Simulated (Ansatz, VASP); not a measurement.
**Be3CdSe4: VASP beside Ansatz**

```
Be Cd Se
1.0
    -3.28474    3.28474    4.30504
     3.28474   -3.28474    4.30504
     3.28474    3.28474   -4.30504
Be Cd Se
3 1 4
Cartesian
  0.0000 3.2847 4.5101
  3.2847 0.0000 4.5101
  0.0000 0.0000 0.5553
  0.0000 0.0000 6.4454
  1.6952 1.6952 4.7029
  1.5896 1.5896 0.3979
  -1.6952 1.6952 4.7029
  1.6952 -1.6952 4.7029
```

Alike in both runs: functional PBE; k mesh 3 × 3 × 3; occupations gaussian, width 0.15 eV; no spin polarisation.

Ansatz relaxed the structure, and its values are those at the end. VASP's run is a single point on that final structure, the one shown.

|  | VASP | Ansatz |
| --- | --- | --- |
| version | VASP 6.6.1 | Ansatz 0.2.0 |
| potentials or method | VASP PAW PBE potentials, release 64 (Be, Cd, Se), cutoff 600 eV | scalar-relativistic, plane waves, PAW |
| valence electrons in the cell | 42 | 90 |

Ansatz gave:

| Item | Value |
| --- | --- |
| gap on the k mesh at the Fermi level (eV) | none |
| pressure (GPa) | -0.1 |
| rms of the force components (eV/Å) | 0.041 |

Q: Estimate VASP's values.

A: gap on the k mesh at the Fermi level (eV): none; pressure (GPa): 0.0; rms of the force components (eV/Å): 0.039.

A gap of «none» marks a metal or a gap that the smearing closes. The functional is the same, so the differences come from potentials, cutoffs and numerics. VASP's potentials hold 42 valence electrons a cell and Ansatz's 90, so a difference there can come from the potentials and not from the codes.

The k mesh is coarse, so the values compare programs but aren't converged.
